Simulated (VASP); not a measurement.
CoPtO2, 4 atoms in the cell. It takes space group R-3m (No. 166, trigonal). Conventional cell: a = 2.825 Å, b = 2.825 Å, c = 17.818 Å, α = 90.00°, β = 90.00°, γ = 120.00°. Pt (site symmetry -3m) has 2 O at 2.00 Å within 2.6 Å. Co (site symmetry -3m) has 6 O at 1.90 Å within 2.5 Å. O (site symmetry 3m) has 3 Co at 1.90 Å and 1 Pt at 2.00 Å and 3 O at 2.53 Å within 2.6 Å. 

- Program: VASP 6.6.1
- Task: single point
- Functional: PBE
- Potentials or basis: VASP PAW PBE potentials, release 64 (Pt, Co, O)
- Cutoff: 520 eV
- k mesh: 11 × 11 × 11
- Occupations: fermi-dirac, width 0.05 eV
- Spin: collinear spin, ferromagnetic start
- Starting moments: [0.0, 0.19, 0.0, 0.0] μB
- Dipole correction: no
- Further INCAR settings: ALGO = Normal; EDIFF = 1e-07; NBANDS = 28

Potentials or basis: VASP PAW PBE potentials, release 64 (Pt, Co, O).

Run with:

```console
$ cat potpaw_PBE.64/Pt/POTCAR potpaw_PBE.64/Co/POTCAR potpaw_PBE.64/O/POTCAR > POTCAR
$ mpirun -np 1 vasp_std > vasp.out
```

Hardware: 1 thread of Intel(R) Xeon(R) 6975P-C (Granite Rapids), with other jobs on the host.

**Question.** How long does it take, and how much memory?

**Answer.** Run time: 11 min on 1 thread of Intel(R) Xeon(R) 6975P-C (Granite Rapids) (shared host), peak memory 0.6 GiB. Counts: scf iterations 19, k points 146.
